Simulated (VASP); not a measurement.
Sn4Te: single point with PBE

Sn4Te:

```xyz
5
Lattice="6.1661 0.0000 0.0000 0.0000 6.1661 0.0000 0.0000 0.0000 4.9690" Properties=species:S:1:pos:R:3 pbc="T T T"
Sn    4.6298    4.6298    0.0000
Sn    1.5363    1.5363    0.0000
Sn    4.6298    1.5363    0.0000
Sn    1.5363    4.6298    0.0000
Te    3.0831    3.0831    2.4845
```

The cell was built from a structure type or drawn by symmetry, and may not be a known phase.

| Property | Result |
| --- | --- |
| Program | VASP 6.6.1 |
| Task | single point |
| Functional | PBE |
| Potentials or basis | VASP PAW PBE potentials, release 64 (Sn_d, Te) |
| Cutoff | 520 eV |
| k mesh | 6 × 6 × 8 |
| Occupations | gaussian, width 0.1 eV |
| Spin | no spin polarisation |
| Dipole correction | no |
| Further INCAR settings | ALGO = Fast; EDIFF = 1e-07; NBANDS = 39 |

The pressure is -0.1 GPa. The largest force is 0.006 eV/Å. The band gap on the k mesh is zero (bands 31 and 32 overlap by 2.21 eV).

Forces in eV/Å, atoms in the order of the input:
```
Sn   0.004  0.004  0.000
Sn  -0.004 -0.004  0.000
Sn   0.004 -0.004  0.000
Sn  -0.004  0.004  0.000
Te   0.000  0.000  0.000
```

Levels at points of the mesh, in eV from the Fermi level:
| k point | band 29 | band 30 | band 31 | band 32 | band 33 | band 34 |
| --- | --- | --- | --- | --- | --- | --- |
| (0.00, 0.00, 0.00) | -2.34 | -2.34 | 0.21 | 0.21 | 0.84 | 0.84 |
| (0.50, 0.00, 0.00) | -1.15 | -0.71 | -0.52 | 0.51 | 1.07 | 1.55 |
| (0.50, 0.50, 0.00) | 0.28 | 0.28 | 0.67 | 0.99 | 1.22 | 1.67 |
| (0.00, 0.00, 0.50) | -2.96 | -1.62 | -1.27 | -1.27 | 0.91 | 2.04 |
| (0.50, 0.00, 0.50) | -2.64 | -0.27 | -0.08 | 0.59 | 0.65 | 0.75 |
| (0.50, 0.50, 0.50) | -0.81 | 0.94 | 0.94 | 1.25 | 1.36 | 1.49 |

Wall time 2.8 min on 1 thread of Intel(R) Xeon(R) 6975P-C (Granite Rapids) (shared host), peak memory 0.48 GiB.

Caveat: spin-orbit coupling is left out, which moves the levels of the heavy elements.
